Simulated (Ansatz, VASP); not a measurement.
InSe: VASP beside Ansatz

INCAR

```
PREC     = Accurate       # precision mode
ENCUT    = 520            # plane-wave cutoff, eV
EDIFF    = 1E-6           # SCF threshold, eV
ISMEAR   = 0              # smearing method
SIGMA    = 0.05           # smearing width, eV
LREAL    = F              # projectors in reciprocal space
LASPH    = T              # aspherical terms in the spheres
NELM     = 80             # most SCF steps
ALGO     = Normal         # electronic algorithm
ISIF     = 2              # what is computed and relaxed
LWAVE    = F              # write WAVECAR
LCHARG   = T              # write CHGCAR
GGA      = PE             # functional
LELF     = T              # ELF
LVHAR    = T            
NBANDS   = 27             # bands
```

File KPOINTS:

```
Automatic mesh
0
Gamma
  8 8 6
```

The input POSCAR:

```
InSe
1.0
    5.6932864856     -2.0383523604     -0.1892107327
    5.6932864856      2.0383523604     -0.1892107327
   -1.7010794645      0.0000000000      5.5875955855
In Se
2 2
Direct
    0.8798970786      0.8959048326      0.0533034054
    0.1040951674      0.1201029214      0.9466965946
    0.6779663094      0.6546922176      0.6952062322
    0.3453077824      0.3220336906      0.3047937678
```

Input for Ansatz:

```yaml
crystal:
  lattice:
    - [5.6932864856, -2.0383523604, -0.1892107327]
    - [5.6932864856, 2.0383523604, -0.1892107327]
    - [-1.7010794645, 0.0, 5.5875955855]
  atoms:
    - { symbol: In, position: [0.8798970786, 0.8959048326, 0.0533034054] }
    - { symbol: In, position: [0.1040951674, 0.1201029214, 0.9466965946] }
    - { symbol: Se, position: [0.6779663094, 0.6546922176, 0.6952062322] }
    - { symbol: Se, position: [0.3453077824, 0.3220336906, 0.3047937678] }
basis:
  ecutwfc: 420
kpoints:
  mp_grid: { grid: [8, 8, 6] }
hamiltonian:
  xc: pbe
  pseudopotentials: { kind: paw, azcp: { folder: soft_1 } }
scf:
  occupations: { method: gaussian, width: 0.05 }
output:
  forces: true
  stress: true
  eigenvalues: true
```

Change from the starting cell: mode 9 frozen in at -0.048 Å, strain +e along z and -e/2 along x and y +0.0233.

Alike in both runs: task single point; functional PBE; k mesh 8 × 8 × 6; occupations gaussian, width 0.05 eV; no spin polarisation.

|  | VASP | Ansatz |
| --- | --- | --- |
| version | VASP 6.6.1 | Ansatz 0.2.0 |
| potentials or method | VASP PAW PBE potentials, release 64 (In_d, Se), cutoff 520 eV | scalar-relativistic, plane waves, PAW |
| valence electrons in the cell | 38 | 58 |

Ansatz gave:

| Item | Value |
| --- | --- |
| gap on the k mesh at the Fermi level (eV) | 1.15 |
| least direct gap on the mesh (eV) | 1.29 |
| pressure (GPa) | 0.3 |
| traceless stress, the component that is largest in VASP (GPa) | -0.30 |
| rms of the force components (eV/Å) | 0.182 |

Which values does VASP return?

gap on the k mesh at the Fermi level (eV): 1.14; least direct gap on the mesh (eV): 1.28; pressure (GPa): 0.3; traceless stress, the component that is largest in VASP (GPa): -0.30; rms of the force components (eV/Å): 0.183.

Atom by atom the forces differ by 0.008 eV/Å (rms over components). VASP's potentials hold 38 valence electrons a cell and Ansatz's 58, so a difference there can come from the potentials and not from the codes.
